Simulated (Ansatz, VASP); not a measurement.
**TiB2 in VASP and in Ansatz**

The input INCAR:

```
SYSTEM = TiB2
ALGO = Normal
EDIFF = 1E-7
ENCUT = 520
GGA = PE
ISIF = 2
ISMEAR = -1
LASPH = .TRUE.
LCHARG = .TRUE.
LELF = .TRUE.
LREAL = .FALSE.
LVHAR = .TRUE.
LWAVE = .FALSE.
NBANDS = 16
NELM = 100
PREC = Accurate
SIGMA = 0.08
```

Contents of KPOINTS:

```
k-points
0
G
  15 15 13
  0 0 0
```

File POSCAR:

```
TiB2
1.0
    3.0291982016      0.0454379730      0.0454379730
   -1.4752486619      2.6006436092      0.0166314524
    0.0484260000      0.0484260000      3.2284000000
Ti B
1 2
Direct
    0.0000000000      0.0000000000      0.0000000000
    0.3333333333      0.6666666667      0.5000000000
    0.6666666667      0.3333333333      0.5000000000
```

Input for Ansatz:

```yaml
crystal:
  lattice:
    - [3.0291982016, 0.045437973, 0.045437973]
    - [-1.4752486619, 2.6006436092, 0.0166314524]
    - [0.048426, 0.048426, 3.2284]
  atoms:
    - { symbol: Ti, position: [0.0, 0.0, 0.0] }
    - { symbol: B, position: [0.3333333333, 0.6666666667, 0.5] }
    - { symbol: B, position: [0.6666666667, 0.3333333333, 0.5] }
kpoints:
  mp_grid: { grid: [15, 15, 13] }
  band_path:
    path:
      - [0.0, 0.0, 0.0]
      - [0.0, -0.5, 0.0]
      - [0.0, 0.0, 0.5]
      - [0.0, 0.0, 0.0]
      - [-0.5, 0.0, 0.0]
      - [-0.5, 0.5, -0.5]
      - [0.0, 0.0, 0.0]
      - [-0.5, 0.0, -0.5]
      - [-0.5, 0.5, 0.0]
    npoints: 5
scf:
  occupations: { method: fermi_dirac, width: 0.08 }
hamiltonian:
  xc: pbe
  pseudopotentials: { kind: all_electron, lapw: { basis_error: 0.001 } }
output:
  forces: true
  stress: true
  eigenvalues: true
```

Change from the starting cell: equal xy, yz and zx shear strains of +3 %.

Alike in both runs: task single point; functional PBE; k mesh 15 × 15 × 13; occupations fermi-dirac, width 0.08 eV; no spin polarisation.

|  | VASP | Ansatz |
| --- | --- | --- |
| version | VASP 6.6.1 | Ansatz 0.2.0 |
| potentials or method | VASP PAW PBE potentials, release 64 (Ti_sv, B), cutoff 520 eV | all-electron LAPW, scalar-relativistic |

|  | VASP | Ansatz | Ansatz less VASP |
| --- | --- | --- | --- |
| pressure (GPa) | 1.2 | 1.1 | -0.17 |
| traceless stress, the component that is largest in VASP (GPa) | -8.54 | -8.53 | +0.002 |
| rms of the force components (eV/Å) | 0.051 | 0.050 | -0.0010 |

Atom by atom the forces differ by 0.001 eV/Å (rms over components). Ansatz ran all-electron here, and VASP with PAW potentials.
